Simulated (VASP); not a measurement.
# FeGe16 (F-43m) in VASP: single point with PBEsol+U

Aim: the single point of FeGe16 with PBEsol+U.

Program: VASP 6.6.1. These are calculated values, not measurements. Logs are shortened: lines on timing, memory, paths and dates and some standing lists are left out, and cuts for length are marked.

## Step 1: The cell of the first run

It takes space group F-43m (No. 216, cubic). The conventional cell has a = 11.315 Å, b = 11.315 Å, c = 11.315 Å, α = 90.00°, β = 90.00°, γ = 90.00°. Fe (site symmetry -43m) has 10 Ge at 2.47 to 2.86 Å within 3.3 Å. Ge (site symmetry -43m) has 4 Ge at 2.43 Å within 3.2 Å. Within 3.2 Å of Ge (site symmetry 2mm) lie 4 Ge at 2.44 to 2.47 Å and 1 Fe at 2.86 Å. Ge (site symmetry -43m) has 4 Ge at 2.43 Å within 3.2 Å. Ge (site symmetry 3m) has 4 Ge at 2.43 to 2.47 Å and 1 Fe at 2.47 Å within 3.2 Å. Within 3.2 Å of Ge (site symmetry 3m) lie 4 Ge at 2.43 to 2.44 Å.

## Step 2: Single point, PBEsol+U, collinear spin, zero start

INCAR

```
ALGO = Normal
EDIFF = 1E-6
ENCUT = 600
GGA = PS
GGA_COMPAT = False
ISIF = 2
ISMEAR = 0
ISPIN = 2
LASPH = True
LCHARG = False
LDAU = True
LDAUJ = 0 0
LDAUL = 2 -1
LDAUPRINT = 1
LDAUTYPE = 2
LDAUU = 4 0
LMAXMIX = 4
LORBIT = 11
LREAL = False
LWAVE = False
MAGMOM = 0 0 0 0 0 0 0 0 0 0 0 0 0 0 0 0 0
NBANDS = 134
NELM = 200
NUPDOWN = 0.0
PREC = Accurate
SIGMA = 0.05
```

KPOINTS

```
k-points
0
Gamma
  3 3 3
```

POSCAR

```
FeGe16
1.0
    0.0000000000      5.6575400000      5.6575400000
    5.6575400000      0.0000000000      5.6575400000
    5.6575400000      5.6575400000      0.0000000000
Fe Ge
1 16
Direct
    0.2500000000      0.2500000000      0.2500000000
    1.0000000000      1.0000000000      0.0000000000
    0.9976125891      0.9976125891      0.5023874109
    0.9976125891      0.5023874109      0.9976125891
    0.9976125891      0.5023874109      0.5023874109
    0.5023874109      0.9976125891      0.9976125891
    0.5023874109      0.9976125891      0.5023874109
    0.5023874109      0.5023874109      0.9976125891
    0.5000000000      0.5000000000      0.5000000000
    0.1242205332      0.1242205332      0.1242205332
    0.1242205332      0.1242205332      0.6273384004
    0.1242205332      0.6273384004      0.1242205332
    0.1277661185      0.6240779605      0.6240779605
    0.6273384004      0.1242205332      0.1242205332
    0.6240779605      0.1277661185      0.6240779605
    0.6240779605      0.6240779605      0.1277661185
    0.6240779605      0.6240779605      0.6240779605
```

Potentials or basis: VASP PAW PBE potentials, release 64 (Fe, Ge_d).

Run with:

```bash
$ cat potpaw_PBE.64/Fe/POTCAR potpaw_PBE.64/Ge_d/POTCAR > POTCAR
$ mpirun -np 1 vasp_std > vasp.out
```

OUTCAR:

```text
EDIFF = 1E-6
   ENCUT = 600
   GGA = PS
   ISIF = 2
   ISMEAR = 0
   ISPIN = 2
   LASPH = True
   LORBIT = 11
   LREAL = False
   NELM = 200
   NUPDOWN = 0.0
   PREC = Accurate

 ion  position               nearest neighbor table
   1  0.250  0.250  0.250-  10 2.47  11 2.47  12 2.47  14 2.47   7 2.86   8 2.86   3 2.86   4 2.86
                             5 2.86   6 2.86
   2  0.000  0.000  0.000-  11 2.43  12 2.43  14 2.43  10 2.43
   3  0.998  0.998  0.502-  13 2.44  15 2.44  10 2.47  11 2.47   1 2.86
   4  0.998  0.502  0.998-  13 2.44  16 2.44  10 2.47  12 2.47   1 2.86
   5  0.998  0.502  0.502-  17 2.44  13 2.44  11 2.47  12 2.47   1 2.86
   6  0.502  0.998  0.998-  15 2.44  16 2.44  10 2.47  14 2.47   1 2.86
   7  0.502  0.998  0.502-  17 2.44  15 2.44  11 2.47  14 2.47   1 2.86
   8  0.502  0.502  0.998-  17 2.44  16 2.44  12 2.47  14 2.47   1 2.86
   9  0.500  0.500  0.500-  13 2.43  15 2.43  16 2.43  17 2.43
  10  0.124  0.124  0.124-   2 2.43   1 2.47   3 2.47   4 2.47   6 2.47
  11  0.124  0.124  0.627-   2 2.43   1 2.47   5 2.47   7 2.47   3 2.47
  12  0.124  0.627  0.124-   2 2.43   1 2.47   5 2.47   8 2.47   4 2.47
  13  0.128  0.624  0.624-   9 2.43   4 2.44   3 2.44   5 2.44
  14  0.627  0.124  0.124-   2 2.43   1 2.47   7 2.47   8 2.47   6 2.47
  15  0.624  0.128  0.624-   9 2.43   6 2.44   3 2.44   7 2.44
  16  0.624  0.624  0.128-   9 2.43   6 2.44   4 2.44   8 2.44
  17  0.624  0.624  0.624-   9 2.43   7 2.44   8 2.44   5 2.44

  LATTYP: Found a face centered cubic cell.
 ALAT       =    11.3150800000

  Lattice vectors:

 A1 = (   0.0000000000,   5.6575400000,   5.6575400000)
 A2 = (   5.6575400000,   0.0000000000,   5.6575400000)
 A3 = (   5.6575400000,   5.6575400000,   0.0000000000)

Analysis of symmetry for initial positions (statically):
=====================================================================
 Subroutine PRICEL returns:
 Original cell was already a primitive cell.

 Routine SETGRP: Setting up the symmetry group for a
 face centered cubic supercell.

 Subroutine GETGRP returns: Found 24 space group operations
 (whereof 24 operations were pure point group operations)
 out of a pool of 48 trial point group operations.

The static configuration has the point symmetry T_d .

Analysis of symmetry for dynamics (positions and initial velocities):
=====================================================================
 Subroutine PRICEL returns:
 Original cell was already a primitive cell.

 Routine SETGRP: Setting up the symmetry group for a
 face centered cubic supercell.

 Subroutine GETGRP returns: Found 24 space group operations
 (whereof 24 operations were pure point group operations)
 out of a pool of 48 trial point group operations.

The dynamic configuration has the point symmetry T_d .

Analysis of structural, dynamic, and magnetic symmetry:
=====================================================================
 Subroutine PRICEL returns:
 Original cell was already a primitive cell.

 Routine SETGRP: Setting up the symmetry group for a
 face centered cubic supercell.

 Subroutine GETGRP returns: Found 24 space group operations
 (whereof 24 operations were pure point group operations)
 out of a pool of 48 trial point group operations.

The overall configuration has the point symmetry T_d .

 Subroutine INISYM returns: Found 24 space group operations
 (whereof 24 operations are pure point group operations),
 and found     1 'primitive' translations

----------------------------------------------------------------------------------------

                                     Primitive cell

  volume of cell :     362.1704

  direct lattice vectors                    reciprocal lattice vectors
[... 125 lines left out ...]
   GGA     = PS    functional components
   LHFCALC =     F    Hartree Fock is set to
   AEXX    =    0.0000 exact exchange contribution
   IVDW    =     0    specifies the selected vdW correction
   LEPSILON=     F    determine dielectric tensor
   LRPA    =     F    only Hartree local field effects (RPA)
 spin polarized calculation
 Gauss-broadening in eV      SIGMA  =   0.05
  energy-cutoff  :      600.00
  volume of cell :      362.17
 maximum number of plane-waves:     12102
   NGX = 31   NGY = 31   NGZ = 31

 number of electron     232.0000026 magnetization      -0.0000000

atom =   1  type =  1  l = 2

 onsite density matrix

spin component  1

  0.8407  0.0000  0.0000 -0.0000 -0.0000
  0.0000  0.8407  0.0000 -0.0000 -0.0000
  0.0000  0.0000  0.4062 -0.0000  0.0000
 -0.0000 -0.0000 -0.0000  0.8407 -0.0000
 -0.0000 -0.0000  0.0000 -0.0000  0.4062

spin component  2

  0.8407  0.0000  0.0000 -0.0000  0.0000
  0.0000  0.8407  0.0000 -0.0000 -0.0000
  0.0000  0.0000  0.4060 -0.0000  0.0000
 -0.0000 -0.0000 -0.0000  0.8407 -0.0000
  0.0000 -0.0000  0.0000 -0.0000  0.4060

 occupancies and eigenvectors

  o =  0.4060  v =  0.0000  0.0000  0.0000  0.0000  0.0000  0.0000  0.0000  1.0000 -0.0000  0.0027      0.0000  0.0000  0.0000  0.0000  0.0000  0.0000  0.0000  0.0000  0.0000  0.0000
  o =  0.4060  v =  0.0000  0.0000  0.0000  0.0000  0.0000  0.0000  0.0000  0.0027 -0.0000 -1.0000      0.0000  0.0000  0.0000  0.0000  0.0000  0.0000  0.0000  0.0000  0.0000  0.0000
  o =  0.4062  v =  0.0000 -0.0000 -0.0084 -0.0000  1.0000  0.0000  0.0000  0.0000  0.0000  0.0000      0.0000  0.0000  0.0000  0.0000  0.0000  0.0000  0.0000  0.0000  0.0000  0.0000
  o =  0.4062  v =  0.0000 -0.0000 -1.0000 -0.0000 -0.0084  0.0000  0.0000  0.0000  0.0000  0.0000      0.0000  0.0000  0.0000  0.0000  0.0000  0.0000  0.0000  0.0000  0.0000  0.0000
  o =  0.8407  v =  0.0000  0.0000  0.0000  0.0000  0.0000  0.0000  0.7970 -0.0000  0.6039  0.0000      0.0000  0.0000  0.0000  0.0000  0.0000  0.0000  0.0000  0.0000  0.0000  0.0000
  o =  0.8407  v =  0.0000  0.0000  0.0000  0.0000  0.0000  0.0000  0.6039  0.0000 -0.7970  0.0000      0.0000  0.0000  0.0000  0.0000  0.0000  0.0000  0.0000  0.0000  0.0000  0.0000
  o =  0.8407  v =  0.0000  0.0000  0.0000  0.0000  0.0000  1.0000  0.0000  0.0000  0.0000  0.0000      0.0000  0.0000  0.0000  0.0000  0.0000  0.0000  0.0000  0.0000  0.0000  0.0000
  o =  0.8407  v =  0.0000  0.6119 -0.0000 -0.7910  0.0000  0.0000  0.0000  0.0000  0.0000  0.0000      0.0000  0.0000  0.0000  0.0000  0.0000  0.0000  0.0000  0.0000  0.0000  0.0000
  o =  0.8407  v =  1.0000  0.0000  0.0000  0.0000  0.0000  0.0000  0.0000  0.0000  0.0000  0.0000      0.0000  0.0000  0.0000  0.0000  0.0000  0.0000  0.0000  0.0000  0.0000  0.0000
  o =  0.8407  v =  0.0000  0.7910 -0.0000  0.6119  0.0000  0.0000  0.0000  0.0000  0.0000  0.0000      0.0000  0.0000  0.0000  0.0000  0.0000  0.0000  0.0000  0.0000  0.0000  0.0000

 number of electron     232.0000026 magnetization       0.0000000

 Free energy of the ion-electron system (eV)
  ---------------------------------------------------
  ext. energy  EPLUGINS =         0.00000000
  ---------------------------------------------------
  free energy    TOTEN  =       -80.91223454 eV

  energy without entropy =      -80.90368378  energy(sigma->0) =      -80.90795916

 E-fermi :   5.3836     XC(G=0): -10.3926

 val. band max:        5.2737829940   @ k =  -0.3333   0.3333   0.0000
 cond. band min:       5.3835852874   @ k =   0.3333   0.0000   0.0000
 fundamental gap:      0.1098022934
 Fermi energy:         5.3835608139

 spin component 1

 k-point     1 :       0.0000    0.0000    0.0000
  band No.  band energies     occupation
      1     -19.6852      1.00000
      2     -19.6852      1.00000
      3     -19.6852      1.00000
      4     -19.6651      1.00000
      5     -19.6651      1.00000
      6     -19.6651      1.00000
[... 513 lines left out ...]
    127       8.2468      0.00000
    128       8.2743      0.00000
 Fermi energy:         5.3835616849

 spin component 2

 k-point     1 :       0.0000    0.0000    0.0000
  band No.  band energies     occupation
      1     -19.6852      1.00000
      2     -19.6852      1.00000
      3     -19.6852      1.00000
      4     -19.6651      1.00000
      5     -19.6651      1.00000
      6     -19.6651      1.00000
[... 513 lines left out ...]
    127       8.2468      0.00000
    128       8.2743      0.00000
 [bands above 128 left out]

------------------------ aborting loop because EDIFF is reached ----------------------------------------

  FORCE on cell =-STRESS in cart. coord.  units (eV):
  Direction    XX          YY          ZZ          XY          YZ          ZX
  --------------------------------------------------------------------------------------
  -------------------------------------------------------------------------------------
  Total        4.0661108      4.0661108      4.0661108     -0.0000000     -0.0000000     -0.0000000
  in kB       17.9877523     17.9877523     17.9877523     -0.0000000     -0.0000000     -0.0000000
  external PRESSURE =      17.9877523 kB  Pullay stress =       0.0000000 kB

 VOLUME and BASIS-vectors are now :
 -----------------------------------------------------------------------------
  energy-cutoff  :      600.00
  volume of cell :      362.17
      direct lattice vectors                 reciprocal lattice vectors
     0.000000000  5.657540000  5.657540000    -0.088377634  0.088377634  0.088377634
     5.657540000  0.000000000  5.657540000     0.088377634 -0.088377634  0.088377634
     5.657540000  5.657540000  0.000000000     0.088377634  0.088377634 -0.088377634

 POSITION                                       TOTAL-FORCE (eV/Angst)
 -----------------------------------------------------------------------------------
      2.82877      2.82877      2.82877         0.000000      0.000000      0.000000
      0.00000      0.00000      0.00000         0.000000      0.000000      0.000000
      8.48631      8.48631     11.28807         0.000000      0.000000      0.375716
      8.48631     11.28807      8.48631         0.000000      0.375716      0.000000
      5.68455      8.48631      8.48631        -0.375716      0.000000      0.000000
     11.28807      8.48631      8.48631         0.375716      0.000000      0.000000
[... 9 lines left out ...]
      4.25359      4.25359      7.06149         0.118062      0.118062     -0.118062
      7.06149      7.06149      7.06149        -0.118062     -0.118062     -0.118062
 -----------------------------------------------------------------------------------
    total drift:                               -0.000000     -0.000000     -0.000000

  FREE ENERGIE OF THE ION-ELECTRON SYSTEM (eV)
  ---------------------------------------------------
  free  energy   TOTEN  =       -80.9122345419 eV

  energy  without entropy=      -80.9036837752  energy(sigma->0) =      -80.90795916

 total charge

# of ion       s       p       d       tot
------------------------------------------
    1        0.320   0.326   6.635   7.282
    2        1.163   1.223  10.033  12.419
    3        1.136   1.251  10.029  12.416
    4        1.136   1.251  10.029  12.416
    5        1.136   1.251  10.029  12.416
    6        1.136   1.251  10.029  12.416
[... 9 lines left out ...]
   16        1.143   1.248  10.028  12.420
   17        1.143   1.248  10.028  12.420
--------------------------------------------------
tot         18.533  20.352 167.186 206.071

 magnetization (x)

# of ion       s       p       d       tot
------------------------------------------
    1        0.000   0.000   0.000   0.000
    2       -0.000  -0.000  -0.000  -0.000
    3        0.000  -0.000  -0.000  -0.000
    4        0.000  -0.000  -0.000  -0.000
    5        0.000  -0.000  -0.000  -0.000
    6        0.000  -0.000  -0.000  -0.000
[... 9 lines left out ...]
   16       -0.000  -0.000  -0.000  -0.000
   17       -0.000  -0.000  -0.000  -0.000
--------------------------------------------------
tot         -0.000  -0.000   0.000   0.000
```

Run time: 23 min. Hardware: 1 thread of Intel Xeon 6975P-C, shared host; peak memory 0.96 GiB.

What came out:

```yaml
Free_energy: -80.9122 eV
Pressure: 1.8 GPa
Largest_force: 0.376 eV/Å
Net_moment: 0.00 μB per cell
Valence_electrons_inside_the_program's_atomic_spheres: Fe 7.28; Ge 12.42, 12.43, 12.44
```

Forces on the atoms (eV/Å):
```
Fe   0.000  0.000  0.000
Ge   0.000  0.000  0.000
Ge   0.000  0.000  0.376
Ge   0.000  0.376  0.000
Ge  -0.376  0.000  0.000
Ge   0.376  0.000  0.000
Ge   0.000 -0.376  0.000
Ge   0.000  0.000 -0.376
Ge   0.000  0.000  0.000
Ge   0.000  0.000  0.000
Ge   0.000  0.000  0.000
Ge   0.000  0.000  0.000
Ge  -0.118  0.118  0.118
Ge   0.000  0.000  0.000
Ge   0.118 -0.118  0.118
Ge   0.118  0.118 -0.118
Ge  -0.118 -0.118 -0.118
```

Eigenvalues of the final occupation matrices:
```
    site  spin  trace               eigenvalues
site 1 d     1   3.33  0.41 0.41 0.84 0.84 0.84
site 1 d     2   3.33  0.41 0.41 0.84 0.84 0.84
```

Caveat: the PAW data sets were made with another functional, which shifts forces and pressure a little; the total moment is fixed, so each spin has its own Fermi level; the U is typed as a test and isn't derived for this compound.
